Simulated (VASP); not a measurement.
A run of VASP 6.6.1 is set up as follows.

The input INCAR:

```
SYSTEM = CdF2
PREC = Accurate
ENCUT = 700
EDIFF = 1E-6
ISMEAR = 0
SIGMA = 0.01
LREAL = .FALSE.
LASPH = .TRUE.
NELM = 120
ALGO = Normal
ISIF = 2
LWAVE = .FALSE.
LCHARG = .FALSE.
GGA = PS
NBANDS = 24
GGA_COMPAT = .FALSE.
```

KPOINTS

```
regular mesh
0
G
  8 8 8
  0 0 0
```

The input POSCAR:

```
CdF2
1.0
    2.5977703678      2.5977703678      0.0000000000
   -2.5977703678      2.5977703678      0.0000000000
    0.0000000000      2.5977703678      2.5977703678
Cd F
1 2
Direct
    0.0000000000      0.0000000000      0.0000000000
    0.2500000000      0.7500000000      0.5000000000
    0.7500000000      0.2500000000      0.5000000000
```

Potentials or basis: VASP PAW PBE potentials, release 64 (Cd_sv_GW, F).

Launch:

```console
$ cat potpaw_PBE.64/Cd_sv_GW/POTCAR potpaw_PBE.64/F/POTCAR > POTCAR
$ mpirun -np 1 vasp_std > vasp.out
```

**Question.** Estimate the pressure.

**Answer.** 14.6 GPa.

**Question.** Estimate the band gap on the k mesh.

**Answer.** 3.30 eV (least direct gap 3.63 eV).

Caveat: the cell stands under pressure; the PAW data sets were made with another functional, which shifts forces and pressure a little. A k mesh can miss the band edges.
